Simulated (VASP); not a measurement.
# SrO (Pm-3m) in VASP: a series of runs

The runs below take SrO through single point, with PBE-based screened hybrid with 15 % exact exchange, PBE-based global hybrid with 100 % exact exchange, PBE-based screened hybrid with 5 % exact exchange.

Everything below comes from runs of VASP 6.6.1. Logs are shortened: lines on timing, memory, paths and dates and some standing lists are left out, and cuts for length are marked.

## (1) The cell of the first run

It takes space group Pm-3m (No. 221, cubic). The conventional cell has a = 3.103 Å, b = 3.103 Å, c = 3.103 Å, α = 90.00°, β = 90.00°, γ = 90.00°. Sr (site symmetry m-3m) has 8 O at 2.69 Å and 6 Sr at 3.10 Å within 3.5 Å. Within 3.5 Å of O (site symmetry m-3m) lie 8 Sr at 2.69 Å and 6 O at 3.10 Å.

## (2) Single point, PBE-based screened hybrid with 15 % exact exchange

Contents of POSCAR:

```
SrO
1.0
    3.1028650697      0.0000000000      0.0000000000
    0.0000000000      3.1028650697      0.0000000000
    0.0000000000      0.0000000000      3.1028650697
Sr O
1 1
Direct
    0.0000000000      0.0000000000      0.0000000000
    0.5000000000      0.5000000000      0.5000000000
```

Contents of INCAR.step1:

```
PREC = Accurate
ENCUT = 520
EDIFF = 1E-5
ISMEAR = 0
SIGMA = 0.01
LREAL = F
LASPH = T
NELM = 100
ALGO = Normal
ISIF = 2
LWAVE = T
LCHARG = F
NBANDS = 15
GGA = PE
```

Contents of INCAR.step2:

```
PREC = Accurate
ENCUT = 520
EDIFF = 1E-7
ISMEAR = 0
SIGMA = 0.01
LREAL = F
LASPH = T
NELM = 100
ALGO = Normal
ISIF = 2
LWAVE = F
LCHARG = F
GGA = PE
LHFCALC = T
AEXX = 0.15
HFSCREEN = 0.3
PRECFOCK = Normal
NBANDS = 15
ISTART = 1
```

Contents of KPOINTS:

```
regular mesh
0
Gamma
  4 4 4
```

Potentials or basis: VASP PAW PBE potentials, release 64 (Sr_sv, O).

Launch:

```sh
cat potpaw_PBE.64/Sr_sv/POTCAR potpaw_PBE.64/O/POTCAR > POTCAR
cp INCAR.step1 INCAR
mpirun -np 1 vasp_std > vasp.out
cp INCAR.step2 INCAR
mpirun -np 1 vasp_std > vasp.out
```

OUTCAR:

```text
PREC = Accurate
   ENCUT = 520
   EDIFF = 1E-7
   ISMEAR = 0
   LREAL = F
   LASPH = T
   NELM = 100
   ISIF = 2
   GGA = PE
   LHFCALC = T
   AEXX = 0.15
   HFSCREEN = 0.3
   PRECFOCK = Normal
   ISTART = 1

 ion  position               nearest neighbor table
   1  0.000  0.000  0.000-   2 2.69   2 2.69   2 2.69   2 2.69   2 2.69   2 2.69   2 2.69   2 2.69

   2  0.500  0.500  0.500-   1 2.69   1 2.69   1 2.69   1 2.69   1 2.69   1 2.69   1 2.69   1 2.69

  LATTYP: Found a simple cubic cell.
 ALAT       =     3.1028650697

  Lattice vectors:

 A1 = (   3.1028650697,   0.0000000000,   0.0000000000)
 A2 = (   0.0000000000,   3.1028650697,   0.0000000000)
 A3 = (   0.0000000000,   0.0000000000,   3.1028650697)

Analysis of symmetry for initial positions (statically):
=====================================================================
 Subroutine PRICEL returns:
 Original cell was already a primitive cell.

 Routine SETGRP: Setting up the symmetry group for a
 simple cubic supercell.

 Subroutine GETGRP returns: Found 48 space group operations
 (whereof 48 operations were pure point group operations)
 out of a pool of 48 trial point group operations.

The static configuration has the point symmetry O_h .

Analysis of symmetry for dynamics (positions and initial velocities):
=====================================================================
 Subroutine PRICEL returns:
 Original cell was already a primitive cell.

 Routine SETGRP: Setting up the symmetry group for a
 simple cubic supercell.

 Subroutine GETGRP returns: Found 48 space group operations
 (whereof 48 operations were pure point group operations)
 out of a pool of 48 trial point group operations.

The dynamic configuration has the point symmetry O_h .

 Subroutine INISYM returns: Found 48 space group operations
 (whereof 48 operations are pure point group operations),
 and found     1 'primitive' translations

----------------------------------------------------------------------------------------

                                     Primitive cell

  volume of cell :      29.8737

  direct lattice vectors                    reciprocal lattice vectors
     3.102865070  0.000000000  0.000000000     0.322282786  0.000000000  0.000000000
     0.000000000  3.102865070  0.000000000     0.000000000  0.322282786  0.000000000
     0.000000000  0.000000000  3.102865070     0.000000000  0.000000000  0.322282786

  length of vectors
     3.102865070  3.102865070  3.102865070     0.322282786  0.322282786  0.322282786

  position of ions in fractional coordinates (direct lattice)
     0.000000000  0.000000000  0.000000000
     0.500000000  0.500000000  0.500000000

  ion indices of the primitive-cell ions
   primitive index   ion index
                 1           1
                 2           2

----------------------------------------------------------------------------------------

 KPOINTS: regular mesh

Automatic generation of k-mesh.
 Grid dimensions read from file:
 generate k-points for:    4    4    4

 Generating k-lattice:

  Cartesian coordinates                     Fractional coordinates (reciprocal lattice)
     0.080570697  0.000000000  0.000000000     0.250000000  0.000000000  0.000000000
     0.000000000  0.080570697  0.000000000     0.000000000  0.250000000  0.000000000
     0.000000000  0.000000000  0.080570697     0.000000000  0.000000000  0.250000000

  Length of vectors
     0.080570697  0.080570697  0.080570697

  Shift w.r.t. Gamma in fractional coordinates (k-lattice)
     0.000000000  0.000000000  0.000000000

 Subroutine IBZKPT returns following result:
 ===========================================

 Found     10 irreducible k-points:

 Following reciprocal coordinates:
            Coordinates               Weight
  0.000000  0.000000  0.000000      1.000000
  0.250000  0.000000  0.000000      6.000000
  0.500000  0.000000  0.000000      3.000000
  0.250000  0.250000  0.000000     12.000000
  0.500000  0.250000  0.000000     12.000000
  0.500000  0.500000  0.000000      3.000000
  0.250000  0.250000  0.250000      8.000000
  0.500000  0.250000  0.250000     12.000000
  0.500000  0.500000  0.250000      6.000000
  0.500000  0.500000  0.500000      1.000000
   k-points           NKPTS =     10   k-points in BZ     NKDIM =     64   number of bands    NBANDS=     15
   number of dos      NEDOS =    301   number of ions     NIONS =      2
   total plane-waves  NPLWV =  13824
   dimension x,y,z NGX =    24 NGY =   24 NGZ =   24
   dimension x,y,z NGXF=    48 NGYF=   48 NGZF=   48
   ions per type =               1   1
   NGX,Y,Z   is equivalent  to a cutoff of  12.86, 12.86, 12.86 a.u.
   NGXF,Y,Z  is equivalent  to a cutoff of  25.72, 25.72, 25.72 a.u.
 SYSTEM =  unknown system
   PREC   = accura    normal or accurate (medium, high low for compatibility)
   ISTART =      1    job   : 0-new  1-cont  2-samecut
   ICHARG =      0    charge: 1-file 2-atom 10-const
   ISPIN  =      1    spin polarized calculation?
   LNONCOLLINEAR =      F non collinear calculations
   LSORBIT =      F    spin-orbit coupling
   LASPH  =      T    aspherical Exc in radial PAW
   ENCUT  =  520.0 eV  38.22 Ry    6.18 a.u.   5.77  5.77  5.77*2*pi/ulx,y,z
   NELM   =    100;   NELMIN=  2; NELMDL=  0     # of ELM steps
   EDIFF  = 0.1E-06   stopping-criterion for ELM
   LREAL  =      F    real-space projection
   EDIFFG = 0.1E-05   stopping-criterion for IOM
   NSW    =      0    number of steps for IOM
   IBRION =     -1    ionic relax: 0-MD 1-quasi-New 2-CG
   NFREE  =      0    steps in history (QN), initial steepest desc. (CG)
   ISIF   =      2    stress and relaxation
   ISYM   =      3    0-nonsym 1-usesym 2-fastsym
   POTIM  = 0.5000    time-step for ionic-motion
   TEBEG  =    0.0;   TEEND  =   0.0 temperature during run
   PSTRESS=    0.0 pullay stress
   NELECT =      16.0000    total number of electrons
   NUPDOWN=      -1.0000    fix difference up-down
   EMIN   =  10.00;   EMAX   =-10.00  energy-range for DOS
   EFERMI =   0.00;   METHOD = LEGACY
   ISMEAR =     0;   SIGMA  =   0.01  broadening in eV -4-tet -1-fermi 0-gaus
   EFERMI_NEDOS =   21; number of points for ismear=-14 and -15
   IALGO  =     38    algorithm
   IMIX   =      1    mixing-type and parameters
     AMIX     =   0.40;   BMIX     =  1.00
     AMIX_MAG =   1.60;   BMIX_MAG =  1.00
  volume/ion in A,a.u.               =      14.94       100.80
  Fermi-wavevector in a.u.,A,eV,Ry     =   1.329491  2.512373 24.048913  1.767545
  Thomas-Fermi vector in A             =   2.458649
   LORBIT       =      0    0 simple, 1 ext, 2 COOP (PROOUT), +10 PAW based schemes
   GGA     = PE    functional components
   LHFCALC =     T    Hartree Fock is set to
   PRECFOCK=normal    Normal, Fast or Accurate (Low or Medium for compatibility)
   ENCUT4O =  -1.0   cutoff for four orbital integrals eV
   NKREDX  =     1    reduce k-point grid by
   NKREDY  =     1    reduce k-point grid by
   NKREDZ  =     1    reduce k-point grid by
   AEXX    =    0.1500 exact exchange contribution
   HFSCREEN=    0.3000 screening length (either q_TF or 0.3 A-1)
   HFSCREENC=   0.3000 screening length for correlation (either q_TF or 0.3 A-1)
   ENCUTFOCK=  -1.0 apply spherical cutoff to Coloumb kernel
   IVDW    =     0    specifies the selected vdW correction
   LEPSILON=     F    determine dielectric tensor
   LRPA    =     F    only Hartree local field effects (RPA)
 non-spin polarized calculation
 Gauss-broadening in eV      SIGMA  =   0.01
  energy-cutoff  :      520.00
  volume of cell :       29.87
 maximum number of plane-waves:       840
 NGX is ok and might be reduce to    24
  NGX = 18; NGY = 18; NGZ = 18

 number of electron      16.0000006 magnetization

 Free energy of the ion-electron system (eV)
  ---------------------------------------------------
  ext. energy  EPLUGINS =         0.00000000
  ---------------------------------------------------
  free energy    TOTEN  =       -12.33302647 eV

  energy without entropy =      -12.33302647  energy(sigma->0) =      -12.33302647

 E-fermi :   2.7597     XC(G=0):  -9.7568

 val. band max:        2.6185252166   @ k =   0.5000   0.5000   0.0000
 cond. band min:       6.1047074903   @ k =   0.0000   0.0000   0.0000
 fundamental gap:      3.4861822737
 Fermi energy:         2.7596688862

 k-point     1 :       0.0000    0.0000    0.0000
  band No.  band energies     occupation
      1     -32.4608      2.00000
      2     -13.9672      2.00000
      3     -12.8699      2.00000
      4     -12.8699      2.00000
      5     -12.8699      2.00000
      6       2.5509      2.00000
      7       2.5509      2.00000
      8       2.5509      2.00000
      9       6.1047      0.00000
     10       6.1047      0.00000
     11       8.1123      0.00000
     12      14.1279      0.00000
     13      14.1279      0.00000
     14      14.1279      0.00000
     15      23.1871      0.00000

 k-point     2 :       0.2500    0.0000    0.0000
  band No.  band energies     occupation
      1     -32.3455      2.00000
      2     -15.0833      2.00000
      3     -12.7630      2.00000
      4     -12.7630      2.00000
      5     -12.2827      2.00000
      6       0.7905      2.00000
      7       2.2561      2.00000
      8       2.2561      2.00000
      9       6.6353      0.00000
     10       8.6558      0.00000
     11      10.3618      0.00000
     12      13.3758      0.00000
     13      13.3758      0.00000
     14      14.4131      0.00000
     15      18.4975      0.00000
[... 113 lines left out ...]
      3     -14.1765      2.00000
      4     -13.4287      2.00000
      5     -13.2804      2.00000
      6       0.4002      2.00000
      7       0.4002      2.00000
      8       0.8089      2.00000
      9      10.1704      0.00000
     10      10.5749      0.00000
     11      11.4368      0.00000
     12      11.4368      0.00000
     13      16.8384      0.00000
     14      17.7176      0.00000
     15      17.7176      0.00000

 k-point    10 :       0.5000    0.5000    0.5000
  band No.  band energies     occupation
      1     -31.8170      2.00000
      2     -13.9898      2.00000
      3     -13.9898      2.00000
      4     -13.9898      2.00000
      5     -13.2299      2.00000
      6      -0.4447      2.00000
      7      -0.4447      2.00000
      8      -0.4447      2.00000
      9      11.8802      0.00000
     10      11.8802      0.00000
     11      11.8802      0.00000
     12      16.9926      0.00000
     13      16.9926      0.00000
     14      17.2462      0.00000
     15      17.2462      0.00000

------------------------ aborting loop because EDIFF is reached ----------------------------------------

  FORCE on cell =-STRESS in cart. coord.  units (eV):
  Direction    XX          YY          ZZ          XY          YZ          ZX
  --------------------------------------------------------------------------------------
  -------------------------------------------------------------------------------------
  Total        0.3363994      0.3363994      0.3363994      0.0000000     -0.0000000      0.0000000
  in kB       18.0416882     18.0416882     18.0416882      0.0000000     -0.0000000      0.0000000
  external PRESSURE =      18.0416882 kB  Pullay stress =       0.0000000 kB

 VOLUME and BASIS-vectors are now :
 -----------------------------------------------------------------------------
  energy-cutoff  :      520.00
  volume of cell :       29.87
      direct lattice vectors                 reciprocal lattice vectors
     3.102865070  0.000000000  0.000000000     0.322282786  0.000000000  0.000000000
     0.000000000  3.102865070  0.000000000     0.000000000  0.322282786  0.000000000
     0.000000000  0.000000000  3.102865070     0.000000000  0.000000000  0.322282786

 POSITION                                       TOTAL-FORCE (eV/Angst)
 -----------------------------------------------------------------------------------
      0.00000      0.00000      0.00000         0.000000      0.000000      0.000000
      1.55143      1.55143      1.55143         0.000000      0.000000      0.000000
 -----------------------------------------------------------------------------------
    total drift:                                0.000000      0.000000      0.000000

  FREE ENERGIE OF THE ION-ELECTRON SYSTEM (eV)
  ---------------------------------------------------
  free  energy   TOTEN  =       -12.3330264741 eV

  energy  without entropy=      -12.3330264741  energy(sigma->0) =      -12.33302647
```

Wall time 2 min (1 thread of Intel Xeon 6975P-C (Granite Rapids), shared host); peak memory 0.24 GiB.

What came out:

- Free energy: -12.3330 eV
- Pressure: 1.8 GPa
- Band gap on the k mesh: 3.49 eV (least direct gap 3.55 eV)

Caveat: the k points lie up to 0.51 Å⁻¹ apart; the PAW data sets were made with another functional, which shifts forces and pressure a little. A k mesh can miss the band edges.

## (3) Single point, PBE-based global hybrid with 100 % exact exchange

POSCAR is that of step 2.

Contents of INCAR.step1:

```
SYSTEM = SrO
PREC = Accurate ; ENCUT = 520
EDIFF = 1E-5 ; ISMEAR = 0
SIGMA = 0.01 ; LREAL = .FALSE.
LASPH = .TRUE. ; NELM = 80
ALGO = Normal ; ISIF = 2
LWAVE = .TRUE. ; GGA = PE
NBANDS = 15
```

Contents of INCAR.step2:

```
SYSTEM = SrO
PREC = Accurate ; ENCUT = 520
EDIFF = 1E-6 ; ISMEAR = 0
SIGMA = 0.01 ; LREAL = .FALSE.
LASPH = .TRUE. ; NELM = 80
ALGO = Normal ; ISIF = 2
LWAVE = .FALSE. ; LCHARG = .TRUE.
GGA = PE ; LHFCALC = .TRUE.
AEXX = 1.0 ; PRECFOCK = Normal
LELF = .TRUE. ; LVHAR = .TRUE.
ISTART = 1 ; NBANDS = 15
ALDAC = 1.0 ; AGGAC = 1.0
```

Contents of KPOINTS:

```
Automatic mesh
0
G
  4 4 4
  0 0 0
```

Potentials or basis: VASP PAW PBE potentials, release 64 (Sr_sv, O).

Launch:

```sh
cat potpaw_PBE.64/Sr_sv/POTCAR potpaw_PBE.64/O/POTCAR > POTCAR
cp INCAR.step1 INCAR
mpirun -np 1 vasp_std > vasp.out
cp INCAR.step2 INCAR
mpirun -np 1 vasp_std > vasp.out
```

Run time: 2.2 min. Hardware: 1 thread of Intel Xeon 6975P-C (Granite Rapids), shared host; peak memory 0.15 GiB.

It converged, with:

```
Free energy            : -22.8565 eV
Pressure               : -9.3 GPa
Band gap on the k mesh : 12.48 eV (least direct gap 12.57 eV)
```

Levels at points of the mesh, in eV from the valence-band top:
```
           k point  band 4  band 5  band 6  band 7  band 8  band 9  band 10  band 11  band 12  band 13
(0.00, 0.00, 0.00)  -17.37  -17.37   -0.09   -0.09   -0.09   12.48    12.48    14.60    21.99    21.99
(0.50, 0.00, 0.00)  -17.08  -17.08   -3.61   -0.74   -0.74   14.06    18.15    20.62    20.62    20.91
(0.50, 0.50, 0.00)  -19.16  -16.90   -1.63   -1.63    0.00   14.13    14.55    18.15    18.15    25.17
(0.50, 0.50, 0.50)  -18.63  -18.63   -3.58   -3.58   -3.58   19.44    19.44    19.44    24.24    24.24
```

Caveat: the k points lie up to 0.51 Å⁻¹ apart; the PAW data sets were made with another functional, which shifts forces and pressure a little. A k mesh can miss the band edges.

## (4) Single point, PBE-based screened hybrid with 5 % exact exchange

POSCAR is that of step 3.

Contents of INCAR.step1:

```
PREC     = Accurate       # precision mode
ENCUT    = 520            # plane-wave cutoff, eV
EDIFF    = 1E-5           # SCF threshold, eV
ISMEAR   = 0              # smearing method
SIGMA    = 0.01           # smearing width, eV
LREAL    = F              # projectors in reciprocal space
LASPH    = T              # aspherical terms in the spheres
NELM     = 60             # most SCF steps
ALGO     = Normal         # electronic algorithm
ISIF     = 2              # what is computed and relaxed
LWAVE    = T              # write WAVECAR
LCHARG   = F              # write CHGCAR
GGA      = PE             # functional
NBANDS   = 15             # bands
```

Contents of INCAR.step2:

```
PREC     = Accurate       # precision mode
ENCUT    = 520            # plane-wave cutoff, eV
EDIFF    = 1E-7           # SCF threshold, eV
ISMEAR   = 0              # smearing method
SIGMA    = 0.01           # smearing width, eV
LREAL    = F              # projectors in reciprocal space
LASPH    = T              # aspherical terms in the spheres
NELM     = 60             # most SCF steps
ALGO     = Normal         # electronic algorithm
ISIF     = 2              # what is computed and relaxed
LWAVE    = F              # write WAVECAR
LCHARG   = F              # write CHGCAR
GGA      = PE             # functional
LHFCALC  = T              # exact exchange
AEXX     = 0.05           # exact-exchange fraction
HFSCREEN = 0.3            # screening, 1/A
PRECFOCK = Normal       
ISTART   = 1            
NBANDS   = 15             # bands
```

Contents of KPOINTS:

```
regular mesh
0
Gamma
  4 4 4
```

Launch:

```sh
cat potpaw_PBE.64/Sr_sv/POTCAR potpaw_PBE.64/O/POTCAR > POTCAR
cp INCAR.step1 INCAR
mpirun -np 1 vasp_std > vasp.out
cp INCAR.step2 INCAR
mpirun -np 1 vasp_std > vasp.out
```

Wall time 91 s (1 thread of Intel Xeon 6975P-C (Granite Rapids), shared host); peak memory 0.25 GiB.

Results (log left out):

- Free energy: -11.5749 eV
- Pressure: 3.0 GPa
- Band gap on the k mesh: 2.98 eV (least direct gap 3.05 eV)

Levels at points of the mesh, in eV from the valence-band top:
```tsv
k point	band 5	band 6	band 7	band 8	band 9	band 10	band 11	band 12
(0.00, 0.00, 0.00)	-15.22	-0.06	-0.06	-0.06	2.98	2.98	4.96	10.86
(0.50, 0.00, 0.00)	-14.12	-3.01	-0.67	-0.67	4.15	7.69	9.66	9.66
(0.50, 0.50, 0.00)	-14.85	-1.24	-1.24	0.00	4.43	4.82	7.85	7.85
(0.50, 0.50, 0.50)	-15.27	-3.00	-3.00	-3.00	8.63	8.63	8.63	13.65
```

Caveat: the k points lie up to 0.51 Å⁻¹ apart; the PAW data sets were made with another functional, which shifts forces and pressure a little. A k mesh can miss the band edges.

## (5) Overview

| level | share of exact exchange | screening parameter | gap on the mesh (eV) | pressure (GPa) |
| --- | --- | --- | --- | --- |
| PBE-based screened hybrid with 15 % exact exchange | 0.15 | 0.3 1/Å | 3.49 | 1.8 |
| PBE-based global hybrid with 100 % exact exchange | 1 | - | 12.48 | -9.3 |
| PBE-based screened hybrid with 5 % exact exchange | 0.05 | 0.3 1/Å | 2.98 | 3.0 |

Alike in all rows: task single point; potentials or basis VASP PAW PBE potentials, release 64 (Sr_sv, O); no spin polarisation; cell as given; k mesh 4 × 4 × 4; cutoff (eV) 520; smearing gaussian 0.01 eV.

Caveats: all runs use coarse meshes; the PAW data sets were made with another functional, which shifts forces and pressure a little.

Absolute energies hang on the potentials; compare differences alone.
